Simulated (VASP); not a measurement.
# HW5S10 (a cell with a defect) in VASP: single point with PBE

Aim: the single point of HW5S10 (a cell with a defect) with PBE.

All numbers are computed with VASP 6.6.1; they aren't measurements. Logs are shortened: lines on timing, memory, paths and dates and some standing lists are left out, and cuts for length are marked.

**1. The cell of the first run**

The cell holds a defect, 16 atoms: a = 5.521 Å, b = 7.698 Å, c = 8.434 Å, α = 85.51°, β = 70.89°, γ = 76.17°.

**2. Single point, PBE (with an interstitial atom, then relaxed in part)**

Input file INCAR:

```
SYSTEM = HW5S10
PREC = Accurate ; ENCUT = 520
EDIFF = 1E-6 ; ISMEAR = 0
SIGMA = 0.01 ; LREAL = Auto
LASPH = .TRUE. ; NELM = 100
ALGO = Normal ; ISIF = 2
LWAVE = .FALSE. ; LCHARG = .FALSE.
GGA = PE ; NBANDS = 80
NELECT = 130.0
```

Input file KPOINTS:

```
Automatic mesh
0
G
  1 1 1
  0 0 0
```

Input file POSCAR:

```
HW5S10
1.0
    4.7816209890     -2.7606701652      0.0000000000
    1.5938736630     -0.9202233884     -7.4744493696
    6.3754946520      5.5213403304      0.0000000000
W S H
5 10 1
Direct
   -0.0126579169      0.9904354854      1.0184699212
    0.3861251205      0.9905354809      0.2105385284
    0.7845642954      0.9905482519      0.4136665678
    0.1936050826      0.9903428184      0.6058341536
    0.5809014347      0.9871116497      0.8121580885
    0.3906041606      0.7754364162      1.0144349212
    0.7886132448      0.7777011678      0.2147579379
    0.1912464688      0.7776929806      0.4094705238
    0.5929067771      0.7754656239      0.6098441637
   -0.0087110467      0.7935227235      0.8122276792
    0.2476551347      0.2036302011      1.0116777182
    0.6468624027      0.2033589329      0.2134054386
    0.0482288434      0.2033206025      0.4108049128
    0.4471950828      0.2035787301      0.6125501999
    0.8502216557      0.1979010111      0.8121236659
    1.0473892597      0.6089179240      0.8117855793
```

Potentials or basis: VASP PAW PBE potentials, release 64 (W_sv, S, H).

Run with:

```
$ cat potpaw_PBE.64/W_sv/POTCAR potpaw_PBE.64/S/POTCAR potpaw_PBE.64/H/POTCAR > POTCAR
$ mpirun -np 1 vasp_gam > vasp.out
```

OUTCAR:

```text
SYSTEM = HW5S10
   PREC = Accurate
   ENCUT = 520
   EDIFF = 1E-6
   ISMEAR = 0
   LREAL = Auto
   LASPH = .TRUE.
   NELM = 100
   ISIF = 2
   GGA = PE
   NELECT = 130.0

 ion  position               nearest neighbor table
   1  0.987  0.990  0.018-  10 2.39  11 2.41  12 2.42   7 2.42   6 2.43  15 2.45   2 3.13   3 3.15
                             5 3.16   2 3.18   5 3.26   4 3.29
   2  0.386  0.991  0.211-   6 2.42   8 2.43  11 2.43  12 2.43  13 2.43   7 2.43   1 3.13   4 3.15
                             5 3.18   1 3.18   3 3.20   3 3.20
   3  0.785  0.991  0.414-   9 2.42   7 2.43  14 2.43  13 2.43   8 2.43  12 2.43   4 3.13   1 3.15
                             5 3.18   4 3.18   2 3.20   2 3.20
   4  0.194  0.990  0.606-  10 2.39  14 2.41  13 2.42   8 2.42   9 2.43  15 2.45   3 3.13   2 3.15
                             5 3.16   3 3.18   5 3.26   1 3.29
   5  0.581  0.987  0.812-  10 2.40   6 2.42   9 2.42  11 2.44  14 2.44  15 2.45   1 3.16   4 3.16
                             2 3.18   3 3.18   4 3.26   1 3.26
   6  0.391  0.775  0.014-   2 2.42   5 2.42   1 2.43
   7  0.789  0.778  0.215-   1 2.42   3 2.43   2 2.43
   8  0.191  0.778  0.409-   4 2.42   2 2.43   3 2.43
   9  0.593  0.775  0.610-   3 2.42   5 2.42   4 2.43
  10  0.991  0.794  0.812-  16 1.38   1 2.39   4 2.39   5 2.40
  11  0.248  0.204  0.012-   1 2.41   2 2.43   5 2.44
  12  0.647  0.203  0.213-   1 2.42   2 2.43   3 2.43
  13  0.048  0.203  0.411-   4 2.42   3 2.43   2 2.43
  14  0.447  0.204  0.613-   4 2.41   3 2.43   5 2.44
  15  0.850  0.198  0.812-   5 2.45   4 2.45   1 2.45
  16  0.047  0.609  0.812-  10 1.38

  LATTYP: Found a base centered monoclinic cell.
 ALAT       =     5.5213403303
 B/A-ratio  =     2.8867513460
 C/A-ratio  =     1.3941729625
 COS(beta)  =    -0.2390903728

  Lattice vectors:

 A1 = (  -6.3754946520,  -5.5213403304,   0.0000000000)
 A2 = (   1.5938736630,   8.2820104956,   0.0000000000)
 A3 = (   1.5938736630,  -0.9202233884,  -7.4744493696)

Analysis of symmetry for initial positions (statically):
=====================================================================
 Subroutine PRICEL returns:
 Original cell was already a primitive cell.

 Routine SETGRP: Setting up the symmetry group for a
 base centered monoclinic supercell.

 Subroutine GETGRP returns: Found  1 space group operations
 (whereof  1 operations were pure point group operations)
 out of a pool of  4 trial point group operations.

The static configuration has the point symmetry C_1 .

Analysis of symmetry for dynamics (positions and initial velocities):
[... 122 lines left out ...]
   ISYM   =      2    0-nonsym 1-usesym 2-fastsym
   POTIM  = 0.5000    time-step for ionic-motion
   TEBEG  =    0.0;   TEEND  =   0.0 temperature during run
   PSTRESS=    0.0 pullay stress
   NELECT =     130.0000    total number of electrons
   NUPDOWN=      -1.0000    fix difference up-down
   EMIN   =  10.00;   EMAX   =-10.00  energy-range for DOS
   EFERMI =   0.00;   METHOD = LEGACY
   ISMEAR =     0;   SIGMA  =   0.01  broadening in eV -4-tet -1-fermi 0-gaus
   EFERMI_NEDOS =   21; number of points for ismear=-14 and -15
   IALGO  =     38    algorithm
   IMIX   =      4    mixing-type and parameters
     AMIX     =   0.40;   BMIX     =  1.00
     AMIX_MAG =   1.60;   BMIX_MAG =  1.00
  volume/ion in A,a.u.               =      20.56       138.72
  Fermi-wavevector in a.u.,A,eV,Ry     =   1.201453  2.270417 19.639860  1.443489
  Thomas-Fermi vector in A             =   2.337261
   LORBIT       =      0    0 simple, 1 ext, 2 COOP (PROOUT), +10 PAW based schemes
   GGA     = PE    functional components
   LHFCALC =     F    Hartree Fock is set to
   AEXX    =    0.0000 exact exchange contribution
   IVDW    =     0    specifies the selected vdW correction
   LEPSILON=     F    determine dielectric tensor
   LRPA    =     F    only Hartree local field effects (RPA)
 non-spin polarized calculation
 Gauss-broadening in eV      SIGMA  =   0.01
  energy-cutoff  :      520.00
  volume of cell :      328.89
 maximum number of plane-waves:      4444
 NGX is ok and might be reduce to    42
   NGX = 21   NGY = 29   NGZ = 31

 number of electron     129.9999999 magnetization

 Free energy of the ion-electron system (eV)
  ---------------------------------------------------
  ext. energy  EPLUGINS =         0.00000000
  ---------------------------------------------------
  free energy    TOTEN  =      -125.87433747 eV

  energy without entropy =     -125.87433747  energy(sigma->0) =     -125.87433747

 E-fermi :   4.3846     XC(G=0):  -9.4881

 val. band max:        4.2792036897   @ k =   0.0000   0.0000   0.0000
 cond. band min:       6.2393178294   @ k =   0.0000   0.0000   0.0000
 fundamental gap:      1.9601141396
 Fermi energy:         4.3846313611

 k-point     1 :       0.0000    0.0000    0.0000
  band No.  band energies     occupation
      1     -69.5205      2.00000
      2     -69.5164      2.00000
      3     -69.4797      2.00000
      4     -69.4365      2.00000
      5     -69.4296      2.00000
      6     -33.9012      2.00000
[... 69 lines left out ...]
     76       7.7199      0.00000
     77       7.7554      0.00000
 [bands above 77 left out]

------------------------ aborting loop because EDIFF is reached ----------------------------------------

  FORCE on cell =-STRESS in cart. coord.  units (eV):
  Direction    XX          YY          ZZ          XY          YZ          ZX
  --------------------------------------------------------------------------------------
  -------------------------------------------------------------------------------------
  Total      -13.7960071    -14.6465857     -8.5265425     -0.7301273      0.5430242     -0.9712446
  in kB      -67.2072879    -71.3508841    -41.5370760     -3.5568173      2.6453441     -4.7314211
  external PRESSURE =     -60.0317493 kB  Pullay stress =       0.0000000 kB

 VOLUME and BASIS-vectors are now :
 -----------------------------------------------------------------------------
  energy-cutoff  :      520.00
  volume of cell :      328.89
      direct lattice vectors                 reciprocal lattice vectors
     4.781620989 -2.760670165  0.000000000     0.125480460 -0.144892354  0.044596373
     1.593873663 -0.920223388 -7.474449370     0.000000000  0.000000000 -0.133789120
     6.375494652  5.521340330  0.000000000     0.062740230  0.108669266  0.000000000

 POSITION                                       TOTAL-FORCE (eV/Angst)
 -----------------------------------------------------------------------------------
      6.41748     -3.53517     -7.40296         0.011998      0.005220     -0.006286
      4.76738     -0.81502     -7.40371         0.011128     -0.002753      0.000171
      7.96763     -0.79346     -7.40380         0.004125     -0.003229      0.001923
      6.36672      1.89920     -7.40227         0.005364     -0.017404     -0.017440
      9.52889      1.97216     -7.37812        -0.006260     -0.000338     -0.010912
      3.19570     -1.71220     -5.79596        -0.001420     -0.002100      0.003784
[... 8 lines left out ...]
      9.55856      1.95472     -1.47920        -0.002263      0.002989     -0.002726
      6.37267      3.79098     -4.55133         0.005057      0.002775     -0.055613
 -----------------------------------------------------------------------------------
    total drift:                                0.003622      0.000237      0.005399

  FREE ENERGIE OF THE ION-ELECTRON SYSTEM (eV)
  ---------------------------------------------------
  free  energy   TOTEN  =      -125.8743374674 eV

  energy  without entropy=     -125.8743374674  energy(sigma->0) =     -125.87433747
```

stdout:

```text
POSCAR found type information on POSCAR W S H
 POSCAR found :  3 types and      16 ions
 scaLAPACK will be used
 LDA part: xc-table for (Slater+PW92), standard interpolation
 POSCAR, INCAR and KPOINTS ok, starting setup
 FFT: planning ... GRIDC
 FFT: planning ... GRID_SOFT
 FFT: planning ... GRID
 WAVECAR not read
 entering main loop
 the old and the new charge density differ
 old charge density:   131.00000 new  130.00000
    0.570E+01
```

Wall time 34 s (1 thread of Intel Xeon 6975P-C (Granite Rapids), shared host); peak memory 0.37 GiB.

Results:

* Free energy: -125.8743 eV
* Largest force: 0.084 eV/Å

Forces on the atoms (eV/Å):
```
W    0.012  0.005 -0.006
W    0.011 -0.003  0.000
W    0.004 -0.003  0.002
W    0.005 -0.017 -0.017
W   -0.006  0.000 -0.011
S   -0.001 -0.002  0.004
S   -0.004  0.004  0.005
S   -0.005  0.003  0.005
S    0.003 -0.001  0.007
S   -0.015 -0.007  0.082
S   -0.003  0.004  0.000
S    0.002  0.005 -0.005
S    0.000  0.002 -0.005
S   -0.005  0.004 -0.001
S   -0.002  0.003 -0.003
H    0.005  0.003 -0.056
```

Caveat: the k points lie up to 1.24 Å⁻¹ apart; the cell carries a net charge on a neutralising background, which shifts energy and pressure; the cell differs from its parent crystal (with an interstitial atom, then relaxed in part); the cell is charged against a uniform background, so pressure and absolute levels hang on convention; spin-orbit coupling is left out, which moves the levels of the heavy elements.
